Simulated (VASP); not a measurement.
The system is NaSrHfNbO6.

```
Na Sr Hf Nb O
1.0
     0.00000    4.08088    4.08088
     4.08088    0.00000    4.08088
     4.08088    4.08088    0.00000
Na Sr Hf Nb O
1 1 1 1 6
Direct
  0.75000 0.75000 0.75000
  0.25000 0.25000 0.25000
  0.00000 0.00000 0.00000
  0.50000 0.50000 0.50000
  0.74629 0.25371 0.25371
  0.25371 0.74629 0.74629
  0.74629 0.74629 0.25371
  0.25371 0.25371 0.74629
  0.25371 0.74629 0.25371
  0.74629 0.25371 0.74629
```

| Property | Result |
| --- | --- |
| Program | VASP 6.6.1 |
| Task | relaxation of cell and atoms |
| Functional | PBE |
| Dispersion | D3(BJ) |
| Potentials or basis | VASP PAW PBE potentials, release 64 (Na_pv, Sr_sv, Hf_pv, Nb_sv, O) |
| Cutoff | 600 eV |
| k mesh | 6 × 6 × 6 |
| Occupations | gaussian, width 0.02 eV |
| Spin | no spin polarisation |

At the start: pressure -5.3 GPa; volume 13.59 Å³/atom.

Question: Where does the relaxation end?

Answer: Over 6 steps the energy falls by 8.4 meV/atom and the volume is 13.17 Å³/atom (-3.1 %); space group F-43m (No. 216, to 0.1 Å) before and after.

Step by step:
| step | energy change (eV) | largest force (eV/Å) | pressure (GPa) | volume (Å³) |
| --- | --- | --- | --- | --- |
| 1 | 0.0000 | 0.4405 | -5.31 | 135.92 |
| 2 | 0.0366 | 0.7439 | 6.94 | 127.25 |
| 3 | -0.0835 | 0.0445 | -0.16 | 131.85 |
| 4 | -0.0835 | 0.0554 | -0.05 | 131.77 |
| 5 | -0.0835 | 0.0409 | 0.16 | 131.58 |
| 6 | -0.0837 | 0.0053 | 0.06 | 131.67 |

Final structure:
```
Na Sr Hf Nb O
1.0
     0.00000    4.03788    4.03788
     4.03788    0.00000    4.03788
     4.03788    4.03788    0.00000
Na Sr Hf Nb O
1 1 1 1 6
Cartesian
  6.0568 6.0568 6.0568
  2.0189 2.0189 2.0189
  0.0000 4.0379 4.0379
  4.0379 4.0379 4.0379
  2.0575 4.0379 4.0379
  6.0183 4.0379 4.0379
  4.0379 4.0379 6.0183
  4.0379 4.0379 2.0575
  4.0379 2.0575 4.0379
  4.0379 6.0183 4.0379
```
